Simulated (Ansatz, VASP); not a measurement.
**MoS in VASP and in Ansatz**

Contents of INCAR:

```
PREC     = Accurate       # precision mode
ENCUT    = 600            # plane-wave cutoff, eV
EDIFF    = 1E-6           # SCF threshold, eV
ISMEAR   = 0              # smearing method
SIGMA    = 0.1            # smearing width, eV
LREAL    = False          # projectors in reciprocal space
LASPH    = True           # aspherical terms in the spheres
NELM     = 80             # most SCF steps
ALGO     = Normal         # electronic algorithm
ISIF     = 3              # what is computed and relaxed
LWAVE    = False          # write WAVECAR
LCHARG   = False          # write CHGCAR
GGA      = PE             # functional
IBRION   = 2              # ionic algorithm
NSW      = 90             # ionic steps
EDIFFG   = -0.04          # ionic threshold
```

Contents of KPOINTS:

```
Automatic mesh
0
Gamma
  4 4 4
```

Contents of POSCAR:

```
MoS
1.0
    5.0916283212      0.0000000000      0.0000000000
    0.0000000000      5.0916283212      0.0000000000
    0.0000000000      0.0000000000      5.0916283212
Mo S
4 4
Direct
    0.1340000000      0.1340000000      0.1340000000
    0.3660000000      0.8660000000      0.6340000000
    0.6340000000      0.3660000000      0.8660000000
    0.8660000000      0.6340000000      0.3660000000
    0.8445000000      0.8445000000      0.8445000000
    0.6555000000      0.1555000000      0.3445000000
    0.3445000000      0.6555000000      0.1555000000
    0.1555000000      0.3445000000      0.6555000000
```

Input for Ansatz:

```yaml
crystal:
  lattice:
    - [5.0916283212, 0.0, 0.0]
    - [0.0, 5.0916283212, 0.0]
    - [0.0, 0.0, 5.0916283212]
  atoms:
    - { symbol: Mo, position: [0.134, 0.134, 0.134] }
    - { symbol: Mo, position: [0.366, 0.866, 0.634] }
    - { symbol: Mo, position: [0.634, 0.366, 0.866] }
    - { symbol: Mo, position: [0.866, 0.634, 0.366] }
    - { symbol: S, position: [0.8445, 0.8445, 0.8445] }
    - { symbol: S, position: [0.6555, 0.1555, 0.3445] }
    - { symbol: S, position: [0.3445, 0.6555, 0.1555] }
    - { symbol: S, position: [0.1555, 0.3445, 0.6555] }
basis:
  ecutwfc: 420
kpoints:
  mp_grid: { grid: [4, 4, 4] }
hamiltonian:
  xc: pbe
scf:
  occupations: { method: gaussian, width: 0.1 }
  lower_state_search: "off"
output:
  forces: true
  stress: true
  eigenvalues: true
relax:
  adjacent_minimum: "off"
  f_tol: 0.04
  max_steps: 70
  cell: { stress_tol: 0.4 }
```

Alike in both runs: task relaxation of cell and atoms; functional PBE; k mesh 4 × 4 × 4; occupations gaussian, width 0.1 eV; no spin polarisation.

|  | VASP | Ansatz |
| --- | --- | --- |
| version | VASP 6.6.1 | Ansatz 0.2.0 |
| potentials or method | VASP PAW PBE potentials, release 64 (Mo_sv, S), cutoff 600 eV | scalar-relativistic, plane waves, PAW |
| valence electrons in the cell | 80 | 80 |

|  | VASP | Ansatz | Ansatz less VASP |
| --- | --- | --- | --- |
| gap on the k mesh at the Fermi level, each at its own relaxed structure (eV) | none | none | - |
| relaxed volume (Å³/atom) | 15.27 | 15.27 | +0.002 |
| relaxed length of the cell vector where the two differ most in proportion (Å) | 4.961 | 4.962 | +0.0003 |

A gap of «none» marks a metal or a gap that the smearing closes.
